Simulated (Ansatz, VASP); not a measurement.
Cs in VASP and in Ansatz

```
CELL_PARAMETERS angstrom
-3.18152 3.18152 3.18152
3.18152 -3.18152 3.18152
3.18152 3.18152 -3.18152
ATOMIC_POSITIONS crystal
Cs 0.00000 0.00000 0.00000
```

Alike in both runs: functional revPBE; k mesh 8 × 8 × 8; occupations fermi-dirac, width 0.1 eV; no spin polarisation.

Ansatz relaxed the structure, and its values are those at the end. VASP's run is a single point on that final structure, the one shown.

```csv
,VASP,Ansatz
version,VASP 6.6.1,Ansatz 0.2.0
potentials or method,"VASP PAW PBE potentials, release 64 (Cs_sv), cutoff 520 eV","plane waves (420 eV) with PAW, scalar-relativistic"
valence electrons in the cell,9,9
```

|  | VASP | Ansatz | Ansatz less VASP |
| --- | --- | --- | --- |
| pressure (GPa) | 0.0 | 0.0 | 0.00 |

VASP's potentials were made for PBE, not for revPBE.

Neither program's run includes spin-orbit coupling.
